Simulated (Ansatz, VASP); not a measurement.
## Two plane-wave programs on Sc

```
CELL_PARAMETERS angstrom
-1.87430 1.87430 2.38050
1.87430 -1.87430 2.38050
1.88370 1.88370 -2.38050
ATOMIC_POSITIONS crystal
Sc 0.00000 0.00000 0.00000
```

Alike in both runs: task single point; functional r2SCAN; k mesh 13 × 13 × 13; occupations fermi-dirac, width 0.1 eV; no spin polarisation.

|  | VASP | Ansatz |
| --- | --- | --- |
| version | VASP 6.6.1 | Ansatz 0.2.0 |
| potentials or method | VASP PAW PBE potentials, release 64 (Sc_sv), cutoff 520 eV | plane waves, PAW |
| valence electrons in the cell | 11 | 11 |

|  | VASP | Ansatz | Ansatz less VASP |
| --- | --- | --- | --- |
| pressure (GPa) | -9.6 | -9.7 | -0.07 |
| traceless stress, the component that is largest in VASP (GPa) | 0.60 | 0.60 | 0.000 |

VASP's potentials were made for PBE, not for r2SCAN.
